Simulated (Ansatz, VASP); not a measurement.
## One calculation of C, two programs

```xyz
4
Lattice="2.4988 0.0000 0.0000 -1.2494 2.1640 0.0000 0.0000 0.0000 4.1606" Properties=species:S:1:pos:R:3 pbc="T T T"
C     0.0000    1.4427   -0.0008
C     1.2494    0.7213    2.0794
C     0.0000    1.4427    1.5569
C     1.2494    0.7213    3.6372
```

Alike in both runs: task single point; functional PBEsol; k mesh 9 × 9 × 6; no spin polarisation.

|  | VASP | Ansatz |
| --- | --- | --- |
| version | VASP 6.6.1 | Ansatz 0.2.0 |
| potentials or method | VASP PAW PBE potentials, release 64 (C), cutoff 600 eV | scalar-relativistic, plane waves, PAW |
| occupations | gaussian, width 0.01 eV | fixed |
| valence electrons in the cell | 16 | 16 |

Ansatz gave:

```
gap on the k mesh at the Fermi level (eV) : 3.06
least direct gap on the mesh (eV)         : 4.93
```

Q: What did VASP give for the same quantities?

A: gap on the k mesh at the Fermi level (eV): 3.04; least direct gap on the mesh (eV): 4.92.

VASP's potentials were made for PBE, not for PBEsol, and Ansatz warns of the same on its side.
